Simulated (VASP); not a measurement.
# B2N (I4/mmm) in VASP: notebook, part 2 of 2

VASP 6.6.1. The steps go on from the part before.

**3. Single point, PBE**

This run uses another cell than the first one, of 8.22 Å³/atom.

INCAR

```
ALGO = Normal
EDIFF = 1E-6
ENCUT = 520
GGA = PE
ISIF = 2
ISMEAR = 0
LASPH = T
LCHARG = T
LELF = T
LREAL = F
LVHAR = T
LWAVE = F
NBANDS = 20
NELM = 80
PREC = Accurate
SIGMA = 0.1
```

KPOINTS

```
k-points
0
Gamma
  14 14 14
```

POSCAR

```
B2N
1.0
   -1.8038878741      1.8038878741      3.7883276324
    1.8038878741     -1.8038878741      3.7883276324
    1.8038878741      1.8038878741     -3.7883276324
B N
4 2
Direct
    0.2577653458      0.2577653458      0.5155306916
    0.2577653458      0.7422346542      0.0000000000
    0.7422346542      0.2577653458      0.0000000000
    0.7422346542      0.7422346542      0.4844693084
    0.6436202334      0.6436202334      0.0000000000
    0.3563797666      0.3563797666      0.0000000000
```

Potentials or basis: VASP PAW PBE potentials, release 64 (B, N).

Launch:

```console
> cat potpaw_PBE.64/B/POTCAR potpaw_PBE.64/N/POTCAR > POTCAR
> mpirun -np 1 vasp_std > vasp.out
```

OUTCAR:

```text
EDIFF = 1E-6
   ENCUT = 520
   GGA = PE
   ISIF = 2
   ISMEAR = 0
   LASPH = T
   LREAL = F
   NELM = 80
   PREC = Accurate

 ion  position               nearest neighbor table
   1  0.258  0.258  0.516-   5 1.65   6 1.65   2 1.75   3 1.75   2 1.86   3 1.86
   2  0.258  0.742  0.000-   5 1.65   6 1.65   1 1.75   4 1.75   1 1.86   4 1.86
   3  0.742  0.258  0.000-   5 1.65   6 1.65   1 1.75   4 1.75   1 1.86   4 1.86
   4  0.742  0.742  0.484-   6 1.65   5 1.65   2 1.75   3 1.75   2 1.86   3 1.86
   5  0.644  0.644  0.000-   1 1.65   2 1.65   3 1.65   4 1.65
   6  0.356  0.356  0.000-   4 1.65   3 1.65   2 1.65   1 1.65

  LATTYP: Found a body centered tetragonal cell.
 ALAT       =     3.6077757482
 C/A-ratio  =     2.1000904140

  Lattice vectors:

 A1 = (  -1.8038878741,   1.8038878741,   3.7883276324)
 A2 = (   1.8038878741,  -1.8038878741,   3.7883276324)
 A3 = (   1.8038878741,   1.8038878741,  -3.7883276324)

Analysis of symmetry for initial positions (statically):
=====================================================================
 Subroutine PRICEL returns:
 Original cell was already a primitive cell.

 Routine SETGRP: Setting up the symmetry group for a
 body centered tetragonal supercell.

 Subroutine GETGRP returns: Found 16 space group operations
 (whereof 16 operations were pure point group operations)
 out of a pool of 16 trial point group operations.

The static configuration has the point symmetry D_4h.

Analysis of symmetry for dynamics (positions and initial velocities):
=====================================================================
 Subroutine PRICEL returns:
 Original cell was already a primitive cell.

 Routine SETGRP: Setting up the symmetry group for a
 body centered tetragonal supercell.

 Subroutine GETGRP returns: Found 16 space group operations
 (whereof 16 operations were pure point group operations)
 out of a pool of 16 trial point group operations.

The dynamic configuration has the point symmetry D_4h.

 Subroutine INISYM returns: Found 16 space group operations
 (whereof 16 operations are pure point group operations),
 and found     1 'primitive' translations

----------------------------------------------------------------------------------------

                                     Primitive cell

  volume of cell :      49.3090

  direct lattice vectors                    reciprocal lattice vectors
    -1.803887874  1.803887874  3.788327632     0.000000000  0.277179090  0.131984361
     1.803887874 -1.803887874  3.788327632     0.277179090  0.000000000  0.131984361
     1.803887874  1.803887874 -3.788327632     0.277179090  0.277179090  0.000000000

  length of vectors
     4.567214597  4.567214597  4.567214597     0.306998566  0.306998566  0.391990429

  position of ions in fractional coordinates (direct lattice)
     0.257765346  0.257765346  0.515530692
     0.257765346  0.742234654  0.000000000
     0.742234654  0.257765346  0.000000000
     0.742234654  0.742234654  0.484469308
     0.643620233  0.643620233  0.000000000
     0.356379767  0.356379767  0.000000000

  ion indices of the primitive-cell ions
   primitive index   ion index
                 1           1
                 2           2
                 3           3
                 4           4
                 5           5
[... 33 lines left out ...]
  0.214286 -0.000000  0.000000      8.000000
  0.285714 -0.000000  0.000000      8.000000
  0.357143 -0.000000  0.000000      8.000000
[... 16 lines left out ...]
  0.214286  0.142857  0.000000     16.000000
  0.285714  0.142857  0.000000     16.000000
 [... further k-points ...]
   k-points           NKPTS =    244   k-points in BZ     NKDIM =    244   number of bands    NBANDS=     20
   number of dos      NEDOS =    301   number of ions     NIONS =      6
   total plane-waves  NPLWV =  46656
   dimension x,y,z NGX =    36 NGY =   36 NGZ =   36
   dimension x,y,z NGXF=    72 NGYF=   72 NGZF=   72
   ions per type =               4   2
   NGX,Y,Z   is equivalent  to a cutoff of  13.10, 13.10, 13.10 a.u.
   NGXF,Y,Z  is equivalent  to a cutoff of  26.21, 26.21, 26.21 a.u.
 SYSTEM =  unknown system
   PREC   = accura    normal or accurate (medium, high low for compatibility)
   ISTART =      0    job   : 0-new  1-cont  2-samecut
   ICHARG =      2    charge: 1-file 2-atom 10-const
   ISPIN  =      1    spin polarized calculation?
   LNONCOLLINEAR =      F non collinear calculations
   LSORBIT =      F    spin-orbit coupling
   LASPH  =      T    aspherical Exc in radial PAW
   ENCUT  =  520.0 eV  38.22 Ry    6.18 a.u.   8.49  8.49  8.49*2*pi/ulx,y,z
   NELM   =     80;   NELMIN=  2; NELMDL= -5     # of ELM steps
   EDIFF  = 0.1E-05   stopping-criterion for ELM
   LREAL  =      F    real-space projection
   EDIFFG = 0.1E-04   stopping-criterion for IOM
   NSW    =      0    number of steps for IOM
   IBRION =     -1    ionic relax: 0-MD 1-quasi-New 2-CG
   NFREE  =      0    steps in history (QN), initial steepest desc. (CG)
   ISIF   =      2    stress and relaxation
   ISYM   =      2    0-nonsym 1-usesym 2-fastsym
   POTIM  = 0.5000    time-step for ionic-motion
   TEBEG  =    0.0;   TEEND  =   0.0 temperature during run
   PSTRESS=    0.0 pullay stress
   NELECT =      22.0000    total number of electrons
   NUPDOWN=      -1.0000    fix difference up-down
   EMIN   =  10.00;   EMAX   =-10.00  energy-range for DOS
   EFERMI =   0.00;   METHOD = LEGACY
   ISMEAR =     0;   SIGMA  =   0.10  broadening in eV -4-tet -1-fermi 0-gaus
   EFERMI_NEDOS =   21; number of points for ismear=-14 and -15
   IALGO  =     38    algorithm
   IMIX   =      4    mixing-type and parameters
     AMIX     =   0.40;   BMIX     =  1.00
     AMIX_MAG =   1.60;   BMIX_MAG =  1.00
  volume/ion in A,a.u.               =       8.22        55.46
  Fermi-wavevector in a.u.,A,eV,Ry     =   1.250951  2.363954 21.291453  1.564878
  Thomas-Fermi vector in A             =   2.384921
   LORBIT       =      0    0 simple, 1 ext, 2 COOP (PROOUT), +10 PAW based schemes
   GGA     = PE    functional components
   LHFCALC =     F    Hartree Fock is set to
   AEXX    =    0.0000 exact exchange contribution
   IVDW    =     0    specifies the selected vdW correction
   LEPSILON=     F    determine dielectric tensor
   LRPA    =     F    only Hartree local field effects (RPA)
 non-spin polarized calculation
 Gauss-broadening in eV      SIGMA  =   0.10
  energy-cutoff  :      520.00
  volume of cell :       49.31
 maximum number of plane-waves:      1352
 NGX is ok and might be reduce to    36

 number of electron      22.0000000 magnetization

 Free energy of the ion-electron system (eV)
  ---------------------------------------------------
  ext. energy  EPLUGINS =         0.00000000
  ---------------------------------------------------
  free energy    TOTEN  =       -38.74167800 eV

  energy without entropy =      -38.73567972  energy(sigma->0) =      -38.73867886

 E-fermi :   4.1994     XC(G=0): -10.8854

 val. band max:        4.1926477174   @ k =  -0.3571  -0.4286   0.3571
 cond. band min:       4.2049437101   @ k =  -0.2143  -0.4286   0.2143
 fundamental gap:      0.0122959928
 Fermi energy:         4.1993888008

 k-point     1 :       0.0000    0.0000    0.0000
  band No.  band energies     occupation
      1     -16.0476      2.00000
      2     -10.0152      2.00000
      3      -5.0195      2.00000
      4      -2.9862      2.00000
      5      -2.9862      2.00000
      6      -2.4075      2.00000
[... 541 lines left out ...]
     19      15.9562      0.00000
     20      16.4033      0.00000

 [... further k-points ...]

------------------------ aborting loop because EDIFF is reached ----------------------------------------

  FORCE on cell =-STRESS in cart. coord.  units (eV):
  Direction    XX          YY          ZZ          XY          YZ          ZX
  --------------------------------------------------------------------------------------
  -------------------------------------------------------------------------------------
  Total        0.0783940      0.0783940      0.0181806      0.0000000     -0.0000000      0.0000000
  in kB        2.5472231      2.5472231      0.5907358      0.0000000     -0.0000000      0.0000000
  external PRESSURE =       1.8950607 kB  Pullay stress =       0.0000000 kB

 VOLUME and BASIS-vectors are now :
 -----------------------------------------------------------------------------
  energy-cutoff  :      520.00
  volume of cell :       49.31
      direct lattice vectors                 reciprocal lattice vectors
    -1.803887874  1.803887874  3.788327632     0.000000000  0.277179090  0.131984361
     1.803887874 -1.803887874  3.788327632     0.277179090  0.000000000  0.131984361
     1.803887874  1.803887874 -3.788327632     0.277179090  0.277179090  0.000000000

 POSITION                                       TOTAL-FORCE (eV/Angst)
 -----------------------------------------------------------------------------------
      0.92996      0.92996      0.00000        -0.043222     -0.043222     -0.000000
      0.87393     -0.87393      3.78833         0.043222     -0.043222     -0.000000
     -0.87393      0.87393      3.78833        -0.043222      0.043222     -0.000000
      0.87393      0.87393      3.78833         0.043222      0.043222     -0.000000
      0.00000      0.00000      4.87649         0.000000      0.000000      0.047043
      0.00000      0.00000      2.70017         0.000000      0.000000     -0.047043
 -----------------------------------------------------------------------------------
    total drift:                                0.000000      0.000000     -0.000000

  FREE ENERGIE OF THE ION-ELECTRON SYSTEM (eV)
  ---------------------------------------------------
  free  energy   TOTEN  =       -38.7416780015 eV

  energy  without entropy=      -38.7356797243  energy(sigma->0) =      -38.73867886
```

OSZICAR:

```text
N       E                     dE             d eps       ncg     rms          rms(c)
DAV:   1     0.648391931114E+02    0.64839E+02   -0.11067E+04  9760   0.102E+03
DAV:   2    -0.361574999147E+02   -0.10100E+03   -0.97507E+02 12736   0.223E+02
DAV:   3    -0.403496593315E+02   -0.41922E+01   -0.41543E+01 12936   0.424E+01
DAV:   4    -0.403806104100E+02   -0.30951E-01   -0.30932E-01 12680   0.395E+00
DAV:   5    -0.403808542398E+02   -0.24383E-03   -0.24381E-03 12336   0.336E-01    0.876E+00
DAV:   6    -0.389622388030E+02    0.14186E+01   -0.42295E+00 11740   0.121E+01    0.443E+00
DAV:   7    -0.387951994242E+02    0.16704E+00   -0.60437E-01 12260   0.491E+00    0.284E+00
DAV:   8    -0.387389250659E+02    0.56274E-01   -0.23757E-01 12032   0.269E+00    0.665E-01
DAV:   9    -0.387407188054E+02   -0.17937E-02   -0.10845E-02 11872   0.734E-01    0.210E-01
DAV:  10    -0.387415458133E+02   -0.82701E-03   -0.15179E-03 13116   0.268E-01    0.528E-02
DAV:  11    -0.387416612787E+02   -0.11547E-03   -0.28590E-04 12064   0.108E-01    0.213E-02
DAV:  12    -0.387416751374E+02   -0.13859E-04   -0.48322E-05 13280   0.447E-02    0.777E-03
DAV:  13    -0.387416778545E+02   -0.27171E-05   -0.46031E-06 11748   0.150E-02    0.124E-03
DAV:  14    -0.387416780015E+02   -0.14697E-06   -0.14465E-07  7832   0.258E-03
   1 F= -.38741678E+02 E0= -.38738679E+02  d E =-.599828E-02
```

stdout:

```text
POSCAR found type information on POSCAR B N
 POSCAR found :  2 types and       6 ions
 scaLAPACK will be used
 LDA part: xc-table for (Slater+PW92), standard interpolation
 POSCAR, INCAR and KPOINTS ok, starting setup
 FFT: planning ... GRIDC
 FFT: planning ... GRID_SOFT
 FFT: planning ... GRID
 WAVECAR not read
 entering main loop
```

Wall time 2.1 min (1 thread of Intel Xeon 6975P-C (Granite Rapids), shared host); peak memory 0.33 GiB.

Results:

```
Free energy            : -38.7417 eV
Pressure               : 0.2 GPa
Largest force          : 0.061 eV/Å
Band gap on the k mesh : zero (bands 11 and 12 overlap by 0.33 eV)
```

Forces in eV/Å, atoms in the order of the input:
```
B   -0.043 -0.043  0.000
B    0.043 -0.043  0.000
B   -0.043  0.043  0.000
B    0.043  0.043  0.000
N    0.000  0.000  0.047
N    0.000  0.000 -0.047
```

Caveat: semilocal functionals underestimate gaps, so a narrow gap can read as zero.

**4. Single point, PBE**

This run uses another cell than the first one: it holds 3 atoms, not 6.

INCAR

```
  ALGO = Normal
  EDIFF = 1E-6
  ENCUT = 520
  GGA = PE
  ISIF = 2
  ISMEAR = 0
  LASPH = T
  LCHARG = F
  LREAL = F
  LWAVE = F
  NBANDS = 12
  NELM = 80
  PREC = Accurate
  SIGMA = 0.1
```

KPOINTS

```
k-points
0
Gamma
  28 28 28
```

POSCAR

```
B2N
1.0
   -1.1488558399      1.1488558399      3.7035896404
    1.1488558399     -1.1488558399      3.7035896404
    1.1488558399      1.1488558399     -3.7035896404
B N
2 1
Direct
    0.3759475881      0.3759475881      0.0000000000
    0.6240524119      0.6240524119      0.0000000000
    0.0000000000      0.0000000000      0.0000000000
```

Launch:

```console
> cat potpaw_PBE.64/B/POTCAR potpaw_PBE.64/N/POTCAR > POTCAR
> mpirun -np 1 vasp_std > vasp.out
```

It took 5.1 min on 1 thread of Intel Xeon 6975P-C (Granite Rapids), shared host; peak memory 0.48 GiB.

It converged, with:

| Quantity | Value |
| --- | --- |
| Free energy | -15.5862 eV |
| Pressure | -0.1 GPa |
| Largest force | 0.008 eV/Å |
| Band gap on the k mesh | zero (an odd number of electrons rules out a gap without spin polarisation) |

Forces in eV/Å, atoms in the order of the input:
```
B    0.000  0.000 -0.008
B    0.000  0.000  0.008
N    0.000  0.000  0.000
```

Levels at points of the mesh, in eV from the Fermi level:
```csv
k point,band 2,band 3,band 4,band 5,band 6,band 7,band 8,band 9
"(0.00, 0.00, 0.00)",-9.39,-8.58,-2.51,-2.51,2.85,6.76,6.94,6.94
"(0.50, 0.00, 0.00)",-13.62,-8.22,-4.42,-0.44,0.18,3.54,6.90,8.21
"(0.50, 0.50, 0.00)",-10.15,-9.66,-5.10,-3.19,-2.18,1.35,2.55,2.58
"(0.50, 0.50, 0.50)",-13.32,-2.72,-2.72,-1.29,2.70,3.28,9.27,9.27
```

**5. Relaxation of cell and atoms, PBE**

This run uses another cell than the first one, of 8.15 Å³/atom.

INCAR

```
SYSTEM = B2N
ALGO = Normal
EDIFF = 1E-6
EDIFFG = -0.01
ENCUT = 600
GGA = PE
IBRION = 2
ISIF = 3
ISMEAR = 0
LASPH = .TRUE.
LCHARG = .FALSE.
LREAL = .FALSE.
LWAVE = .FALSE.
NELM = 100
NSW = 100
PREC = Accurate
SIGMA = 0.1
```

KPOINTS

```
k-points
0
G
  14 14 14
  0 0 0
```

POSCAR

```
B2N
1.0
   -1.8051280899      1.8051280899      3.7518340360
    1.8051280899     -1.8051280899      3.7518340360
    1.8051280899      1.8051280899     -3.7518340360
B N
4 2
Direct
    0.2569450301      0.2569450301      0.5138900601
    0.2569450301      0.7430549699      0.0000000000
    0.7430549699      0.2569450301      0.0000000000
    0.7430549699      0.7430549699      0.4861099399
    0.6446408721      0.6446408721      0.0000000000
    0.3553591279      0.3553591279      0.0000000000
```

Launch:

```console
> cat potpaw_PBE.64/B/POTCAR potpaw_PBE.64/N/POTCAR > POTCAR
> mpirun -np 1 vasp_std > vasp.out
```

It took 2.9 min on 1 thread of Intel Xeon 6975P-C (Granite Rapids), shared host; peak memory 0.34 GiB.

The run converged. Its results:

| Property | Result |
| --- | --- |
| Free energy | -38.7499 eV |
| Relaxed volume | 8.14 Å³/atom |
| Relaxed cell | a = 4.539 Å, b = 4.539 Å, c = 4.539 Å, α = 133.17°, β = 133.17°, γ = 68.39° |
| Space group after relaxing (to 0.1 Å) | I4/mmm (No. 139) |
| Energy gained by relaxing | 0.1 meV/atom |
| Ionic steps | 3 |
| Pressure after relaxing | 0.1 GPa |
| Largest force after relaxing | 0.007 eV/Å |
| Band gap on the k mesh | zero (bands 11 and 12 overlap by 0.33 eV) |

Forces in eV/Å, atoms in the order of the input:
```
B    0.001  0.001  0.000
B   -0.001  0.001  0.000
B    0.001 -0.001  0.000
B   -0.001 -0.001  0.000
N    0.000  0.000 -0.007
N    0.000  0.000  0.007
```

Stress tensor (GPa, compression positive):
```
0.02 0.00 0.00
0.00 0.02 0.00
0.00 0.00 0.11
```

Step by step:
```
step  energy change (eV)  largest force (eV/Å)  pressure (GPa)  volume (Å³)
   1              0.0000                0.0878           -0.19        48.90
   2              0.0000                0.0922            0.33        48.83
   3             -0.0007                0.0073            0.05        48.87
```

Final structure:
```
B N
1.0
    -1.80392    1.80392    3.75426
     1.80392   -1.80392    3.75426
     1.80392    1.80392   -3.75426
B N
4 2
Direct
  0.25736 0.25736 0.51472
  0.25736 0.74264 0.00000
  0.74264 0.25736 0.00000
  0.74264 0.74264 0.48528
  0.64487 0.64487 0.00000
  0.35513 0.35513 0.00000
```

Levels at points of the mesh, in eV from the Fermi level:
```
           k point  band 8  band 9  band 10  band 11  band 12  band 13  band 14  band 15
(0.00, 0.00, 0.00)   -4.39   -4.39    -1.41     0.20     0.20     4.26     6.39     7.99
(0.50, 0.00, 0.00)   -4.00   -3.62    -0.58    -0.25     1.26     5.14     5.43     5.55
(0.50, 0.50, 0.00)   -4.26   -1.17    -0.22    -0.17     2.91     3.94     5.79     6.66
(0.50, 0.50, 0.50)   -3.43   -3.43    -1.12     0.14     0.14     2.32     6.52     7.35
```

Caveat: semilocal functionals underestimate gaps, so a narrow gap can read as zero.

**6. Overview**

```csv
task,cell,k mesh,cutoff (eV),gap on the mesh (eV),pressure (GPa),relaxed volume (Å³/atom),largest force (eV/Å)
relaxation of cell and atoms,"relaxed from a = 4.121 Å, angles 119.7, 119.7, 90.4°, 6 atoms, atomic positions A",6 × 6 × 6,600,none,-0.1,8.03,0.03
single point,"a = 4.567 Å, angles 133.5, 133.5, 67.9°, 6 atoms, atomic positions B",14 × 14 × 14,520,none,0.2,-,0.06
single point,"a = 4.044 Å, angles 147.0, 147.0, 47.4°, 3 atoms, atomic positions C",28 × 28 × 28,520,none,-0.1,-,0.01
relaxation of cell and atoms,"relaxed from a = 4.538 Å, angles 133.1, 133.1, 68.5°, 6 atoms, atomic positions D",14 × 14 × 14,600,none,0.1,8.14,0.01
```

Alike in all rows: level PBE; potentials or basis VASP PAW PBE potentials, release 64 (B, N); no spin polarisation; smearing gaussian 0.1 eV.

Caveats: semilocal functionals underestimate gaps, so a narrow gap can read as zero (at least some runs).

Absolute energies hang on the potentials; compare differences alone.
